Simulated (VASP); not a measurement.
Runs of VASP 6.6.1 on TaC. The structure is that of space group Fm-3m (No. 225), or close to it. The cells are those of the table. 

| cell | gap on the mesh (eV) | pressure (GPa) |
| --- | --- | --- |
| a = 3.170 Å, angles 60.0°, 2 atoms | none | -1.0 |
| a = 3.117 Å, angles 60.0°, 2 atoms | none | 16.8 |
| a = 3.221 Å, angles 60.0°, 2 atoms | none | (b) |
| a = 3.035 Å, angles 60.0°, 2 atoms | none | 53.8 |
| a = 3.144 Å, angles 60.0°, 2 atoms | none | (a) |
| a = 3.091 Å, angles 60.0°, 2 atoms | none | 27.6 |
| a = 3.063 Å, angles 60.0°, 2 atoms | none | (c) |
| a = 3.245 Å, angles 60.0°, 2 atoms | none | -20.5 |

Alike in all rows: task single point; level PBE; potentials or basis VASP PAW PBE potentials, release 64 (Ta_pv, C); no spin polarisation; k mesh 11 × 11 × 11; cutoff (eV) 600; smearing methfessel-paxton 0.1 eV.

**Question.** Estimate the missing entries.

**Answer.** (a) 7.3; (b) -14.8; (c) 39.9.

Caveats: spin-orbit coupling is left out, which moves the levels of the heavy elements; the cell stands under pressure (at least some runs); the cell stands under tension (at least some runs).

A k mesh can miss the band edges, and the runs leave out spin-orbit coupling on Ta.

A gap of «none» marks levels without a gap at the run's occupations.
